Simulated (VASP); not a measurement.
**CoSi2: electric field gradients with PBEsol**

CoSi2:

```xyz
3
Lattice="0.0000 2.6735 2.6735 2.6735 0.0000 2.6735 2.6735 2.6735 0.0000" Properties=species:S:1:pos:R:3 pbc="T T T"
Co    0.0000    0.0000    0.0000
Si    1.3368    1.3368    1.3368
Si    4.0103    4.0103    4.0103
```

```yaml
Program: VASP 6.6.1
Task: electric field gradients
Functional: PBEsol
Potentials_or_basis: VASP PAW PBE potentials, release 64 (Co, Si)
Cutoff: 520 eV
k_mesh: 11 × 11 × 11
Occupations: fermi-dirac, width 0.05 eV
Spin: collinear spin, ferromagnetic start
Starting_moments: "[2.0, 0.0, 0.0] μB"
Dipole_correction: no
Further_INCAR_settings: ALGO = Normal; EDIFF = 1e-08; NBANDS = 20
```

The pressure is -3.6 GPa, the net moment is 0.00 μB per cell and the largest electric field gradient by atom is zero within the noise of the run. The valence electrons inside the program's atomic spheres are Co 8.88; Si 1.59.

Levels at points of the mesh, in eV from the Fermi level:
Spin up:
| k point | band 7 | band 8 | band 9 | band 10 | band 11 | band 12 |
| --- | --- | --- | --- | --- | --- | --- |
| (0.00, 0.00, 0.00) | 0.84 | 3.43 | 3.43 | 3.43 | 3.45 | 3.45 |
Spin down:
| k point | band 5 | band 6 | band 7 | band 8 | band 9 | band 10 | band 11 | band 12 | band 13 | band 14 |
| --- | --- | --- | --- | --- | --- | --- | --- | --- | --- | --- |
| (0.00, 0.00, 0.00) | -1.92 | -1.92 | 0.84 | 3.43 | 3.43 | 3.43 | 3.45 | 3.45 | 3.45 | 5.68 |

Wall time 43 s on 1 thread of Intel(R) Xeon(R) 6975P-C (Granite Rapids) (shared host), peak memory 0.21 GiB.

Caveat: the cell stands under tension; the PAW data sets were made with another functional, which shifts forces and pressure a little.
